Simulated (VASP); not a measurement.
# CoSi2 (Fm-3m) in VASP: notebook, part 2 of 2

VASP 6.6.1. Earlier steps stand in the parts before.

**4. Single point, r2SCAN, collinear spin, ferromagnetic start**

This run uses another cell than the first one, of 12.86 Å³/atom.

POSCAR

```
CoSi2
1.0
    0.0000000000      2.6815659163      2.6815659163
    2.6815659163      0.0000000000      2.6815659163
    2.6815659163      2.6815659163      0.0000000000
Co Si
1 2
Direct
    0.0000000000      0.0000000000      0.0000000000
    0.2500000000      0.2500000000      0.2500000000
    0.7500000000      0.7500000000      0.7500000000
```

INCAR.step1

```
SYSTEM = CoSi2
PREC = Accurate
ENCUT = 520
ISMEAR = 0
SIGMA = 0.05
LREAL = .FALSE.
LASPH = .TRUE.
NELM = 150
ISPIN = 2
MAGMOM = 1.5 0 0
LMAXMIX = 4
NBANDS = 20
GGA = PE
ALGO = Normal
EDIFF = 1E-4
LWAVE = .TRUE.
LCHARG = .FALSE.
```

INCAR.step2

```
SYSTEM = CoSi2
PREC = Accurate
ENCUT = 520
EDIFF = 1E-6
ISMEAR = 0
SIGMA = 0.05
LREAL = .FALSE.
LASPH = .TRUE.
NELM = 150
ALGO = Normal
ISIF = 2
LWAVE = .FALSE.
LCHARG = .FALSE.
ISPIN = 2
MAGMOM = 1.5 0 0
LORBIT = 11
LMAXMIX = 4
METAGGA = R2SCAN
LMIXTAU = .TRUE.
NBANDS = 20
ISTART = 1
```

KPOINTS

```
Automatic mesh
0
G
  12 12 12
  0 0 0
```

Potentials or basis: VASP PAW PBE potentials, release 64 (Co, Si).

Launch:

```
$ cat potpaw_PBE.64/Co/POTCAR potpaw_PBE.64/Si/POTCAR > POTCAR
$ cp INCAR.step1 INCAR
$ mpirun -np 1 vasp_std > vasp.out
$ cp INCAR.step2 INCAR
$ mpirun -np 1 vasp_std > vasp.out
```

OUTCAR:

```text
SYSTEM = CoSi2
   PREC = Accurate
   ENCUT = 520
   EDIFF = 1E-6
   ISMEAR = 0
   LREAL = .FALSE.
   LASPH = .TRUE.
   NELM = 150
   ISIF = 2
   ISPIN = 2
   LORBIT = 11
   METAGGA = R2SCAN
   ISTART = 1

 ion  position               nearest neighbor table
   1  0.000  0.000  0.000-   3 2.32   2 2.32   3 2.32   2 2.32   3 2.32   3 2.32   2 2.32   2 2.32

   2  0.250  0.250  0.250-   1 2.32   1 2.32   1 2.32   1 2.32   3 2.68   3 2.68   3 2.68   3 2.68
                             3 2.68   3 2.68
   3  0.750  0.750  0.750-   1 2.32   1 2.32   1 2.32   1 2.32   2 2.68   2 2.68   2 2.68   2 2.68
                             2 2.68   2 2.68

  LATTYP: Found a face centered cubic cell.
 ALAT       =     5.3631318326

  Lattice vectors:

 A1 = (   0.0000000000,   2.6815659163,   2.6815659163)
 A2 = (   2.6815659163,   0.0000000000,   2.6815659163)
 A3 = (   2.6815659163,   2.6815659163,   0.0000000000)

Analysis of symmetry for initial positions (statically):
=====================================================================
 Subroutine PRICEL returns:
 Original cell was already a primitive cell.

 Routine SETGRP: Setting up the symmetry group for a
 face centered cubic supercell.

 Subroutine GETGRP returns: Found 48 space group operations
 (whereof 48 operations were pure point group operations)
 out of a pool of 48 trial point group operations.

The static configuration has the point symmetry O_h .

Analysis of symmetry for dynamics (positions and initial velocities):
=====================================================================
 Subroutine PRICEL returns:
 Original cell was already a primitive cell.

 Routine SETGRP: Setting up the symmetry group for a
 face centered cubic supercell.

 Subroutine GETGRP returns: Found 48 space group operations
 (whereof 48 operations were pure point group operations)
 out of a pool of 48 trial point group operations.

The dynamic configuration has the point symmetry O_h .

Analysis of structural, dynamic, and magnetic symmetry:
=====================================================================
 Subroutine PRICEL returns:
 Original cell was already a primitive cell.

 Routine SETGRP: Setting up the symmetry group for a
 face centered cubic supercell.

 Subroutine GETGRP returns: Found 48 space group operations
 (whereof 48 operations were pure point group operations)
 out of a pool of 48 trial point group operations.

The overall configuration has the point symmetry O_h .

 Subroutine INISYM returns: Found 48 space group operations
 (whereof 48 operations are pure point group operations),
 and found     1 'primitive' translations

----------------------------------------------------------------------------------------

                                     Primitive cell

  volume of cell :      38.5652

  direct lattice vectors                    reciprocal lattice vectors
     0.000000000  2.681565916  2.681565916    -0.186458217  0.186458217  0.186458217
     2.681565916  0.000000000  2.681565916     0.186458217 -0.186458217  0.186458217
     2.681565916  2.681565916  0.000000000     0.186458217  0.186458217 -0.186458217

  length of vectors
[... 80 lines left out ...]
   LSORBIT =      F    spin-orbit coupling
   LASPH  =      T    aspherical Exc in radial PAW
   ENCUT  =  520.0 eV  38.22 Ry    6.18 a.u.   7.05  7.05  7.05*2*pi/ulx,y,z
   NELM   =    150;   NELMIN=  2; NELMDL=  0     # of ELM steps
   EDIFF  = 0.1E-05   stopping-criterion for ELM
   LREAL  =      F    real-space projection
   EDIFFG = 0.1E-04   stopping-criterion for IOM
   NSW    =      0    number of steps for IOM
   IBRION =     -1    ionic relax: 0-MD 1-quasi-New 2-CG
   NFREE  =      0    steps in history (QN), initial steepest desc. (CG)
   ISIF   =      2    stress and relaxation
   ISYM   =      2    0-nonsym 1-usesym 2-fastsym
   POTIM  = 0.5000    time-step for ionic-motion
   TEBEG  =    0.0;   TEEND  =   0.0 temperature during run
   PSTRESS=    0.0 pullay stress
   NELECT =      17.0000    total number of electrons
   NUPDOWN=      -1.0000    fix difference up-down
   EMIN   =  10.00;   EMAX   =-10.00  energy-range for DOS
   EFERMI =   0.00;   METHOD = LEGACY
   ISMEAR =     0;   SIGMA  =   0.05  broadening in eV -4-tet -1-fermi 0-gaus
   EFERMI_NEDOS =   21; number of points for ismear=-14 and -15
   IALGO  =     38    algorithm
   IMIX   =      4    mixing-type and parameters
     AMIX     =   0.40;   BMIX     =  1.00
     AMIX_MAG =   1.60;   BMIX_MAG =  1.00
  volume/ion in A,a.u.               =      12.86        86.75
  Fermi-wavevector in a.u.,A,eV,Ry     =   1.245927  2.354461 21.120794  1.552335
  Thomas-Fermi vector in A             =   2.380128
   LORBIT       =     11    0 simple, 1 ext, 2 COOP (PROOUT), +10 PAW based schemes
   METAGGA = R2SCAN    functional components
   LHFCALC =     F    Hartree Fock is set to
   AEXX    =    0.0000 exact exchange contribution
   IVDW    =     0    specifies the selected vdW correction
   LEPSILON=     F    determine dielectric tensor
   LRPA    =     F    only Hartree local field effects (RPA)
 spin polarized calculation
 Gauss-broadening in eV      SIGMA  =   0.05
  energy-cutoff  :      520.00
  volume of cell :       38.57
 maximum number of plane-waves:      1056
   NGX = 15   NGY = 15   NGZ = 15

 number of electron      16.9999994 magnetization      -0.0003810

 number of electron      16.9999994 magnetization       0.0000062

 Free energy of the ion-electron system (eV)
  ---------------------------------------------------
  ext. energy  EPLUGINS =         0.00000000
  ---------------------------------------------------
  free energy    TOTEN  =       -31.99172921 eV

  energy without entropy =      -31.99003293  energy(sigma->0) =      -31.99088107

 E-fermi :   9.9210     XC(G=0): -12.5227

 val. band max:        9.8983059822   @ k =   0.4167   0.2500   0.0833
 cond. band min:       9.9252152373   @ k =   0.2500   0.1667   0.0833
 fundamental gap:      0.0269092551
 Fermi energy:         9.9209814067

 spin component 1

 k-point     1 :       0.0000    0.0000    0.0000
  band No.  band energies     occupation
      1      -3.8095      1.00000
      2       5.7064      1.00000
      3       5.7064      1.00000
      4       5.7064      1.00000
      5       7.9434      1.00000
      6       7.9434      1.00000
[... 541 lines left out ...]
     19      25.5493      0.00000
     20      25.9284      0.00000

 [... further k-points ...]

 spin component 2

 k-point     1 :       0.0000    0.0000    0.0000
  band No.  band energies     occupation
      1      -3.8095      1.00000
      2       5.7064      1.00000
      3       5.7064      1.00000
      4       5.7064      1.00000
      5       7.9434      1.00000
      6       7.9434      1.00000
[... 541 lines left out ...]
     19      25.5493      0.00000
     20      25.9284      0.00000

 [... further k-points ...]

------------------------ aborting loop because EDIFF is reached ----------------------------------------

  FORCE on cell =-STRESS in cart. coord.  units (eV):
  Direction    XX          YY          ZZ          XY          YZ          ZX
  --------------------------------------------------------------------------------------
  -------------------------------------------------------------------------------------
  Total       -1.2342154     -1.2342154     -1.2342154      0.0000000      0.0000000     -0.0000000
  in kB      -51.2750530    -51.2750530    -51.2750530      0.0000000      0.0000000     -0.0000000
  external PRESSURE =     -51.2750530 kB  Pullay stress =       0.0000000 kB

 VOLUME and BASIS-vectors are now :
 -----------------------------------------------------------------------------
  energy-cutoff  :      520.00
  volume of cell :       38.57
      direct lattice vectors                 reciprocal lattice vectors
     0.000000000  2.681565916  2.681565916    -0.186458217  0.186458217  0.186458217
     2.681565916  0.000000000  2.681565916     0.186458217 -0.186458217  0.186458217
     2.681565916  2.681565916  0.000000000     0.186458217  0.186458217 -0.186458217

 POSITION                                       TOTAL-FORCE (eV/Angst)
 -----------------------------------------------------------------------------------
      0.00000      0.00000      0.00000        -0.000000      0.000000      0.000000
      1.34078      1.34078      1.34078        -0.000000     -0.000000     -0.000000
      4.02235      4.02235      4.02235         0.000000      0.000000      0.000000
 -----------------------------------------------------------------------------------
    total drift:                               -0.000000     -0.000000      0.000000

  FREE ENERGIE OF THE ION-ELECTRON SYSTEM (eV)
  ---------------------------------------------------
  free  energy   TOTEN  =       -31.9917292112 eV

  energy  without entropy=      -31.9900329341  energy(sigma->0) =      -31.99088107

 total charge

# of ion       s       p       d       tot
------------------------------------------
    1        0.560   0.754   7.593   8.908
    2        0.708   0.884   0.000   1.592
    3        0.708   0.884   0.000   1.592
--------------------------------------------------
tot          1.976   2.523   7.593  12.092

 magnetization (x)

# of ion       s       p       d       tot
------------------------------------------
    1        0.000   0.000   0.000   0.000
    2       -0.000  -0.000   0.000  -0.000
    3       -0.000  -0.000   0.000  -0.000
--------------------------------------------------
tot          0.000   0.000   0.000   0.000
```

It took 10 min on 1 thread of Intel Xeon 8259CL, shared host; peak memory 0.24 GiB.

What came out:

| Item | Value |
| --- | --- |
| Free energy | -31.9917 eV |
| Pressure | -5.1 GPa |
| Net moment | 0.00 μB per cell |
| Valence electrons inside the program's atomic spheres | Co 8.91; Si 1.59 |

Caveat: the cell stands under tension; the moments typed at the start vanished in this run; the PAW data sets were made with another functional, which shifts forces and pressure a little.
